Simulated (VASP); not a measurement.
# Pd: single point with PBEsol

Pd:

```
Pd
1.0
     0.00972    1.94490    1.94490
     1.95462    0.00000    1.95462
     1.94490    1.94490    0.00972
Pd
1
Direct
  0.00000 0.00000 0.00000
```

This cell differs from its parent crystal: strain +0.0100 x Voigt [0, 0, 0, 0, 1, 0].

```
Program                : VASP 6.6.1
Task                   : single point
Functional             : PBEsol
Potentials or basis    : VASP PAW PBE potentials, release 64 (Pd)
Cutoff                 : 520 eV
k mesh                 : 20 × 20 × 20
Occupations            : gaussian, width 0.15 eV
Spin                   : no spin polarisation
Dipole correction      : no
Further INCAR settings : ALGO = Fast; EDIFF = 1e-06; NBANDS = 11
```

```
Pressure               : -2.5 GPa
Band gap on the k mesh : zero (band 5 reaches 9.96 eV, above the bottom of band 6 at 8.35 eV)
```

Stress tensor (GPa, compression positive):
```
-2.46  0.00 -0.76
 0.00 -2.50  0.00
-0.76  0.00 -2.46
```

Levels at points of the mesh, in eV from the Fermi level:
| k point | band 3 | band 4 | band 5 | band 6 | band 7 | band 8 |
| --- | --- | --- | --- | --- | --- | --- |
| (0.00, 0.00, 0.00) | -2.87 | -2.82 | -1.23 | -1.23 | 17.13 | 21.75 |
| (0.50, 0.00, 0.00) | -2.87 | -0.03 | 0.01 | 0.97 | 7.36 | 16.45 |
| (0.00, 0.50, 0.00) | -2.86 | -0.05 | -0.01 | 0.88 | 7.21 | 16.53 |
| (0.50, 0.50, 0.00) | -0.04 | 0.29 | 0.30 | 3.26 | 10.74 | 13.13 |
| (0.50, 0.00, 0.50) | -0.04 | 0.29 | 0.30 | 3.26 | 10.74 | 12.94 |

Wall time 2.1 min on 1 thread of Intel(R) Xeon(R) Platinum 8259CL CPU @ 2.50GHz (Skylake/Cascade Lake), on a shared host, peak memory 0.29 GiB.

Caveat: the cell differs from its parent crystal (strain +0.0100 x Voigt [0, 0, 0, 0, 1, 0]); the PAW data sets were made with another functional, which shifts forces and pressure a little.
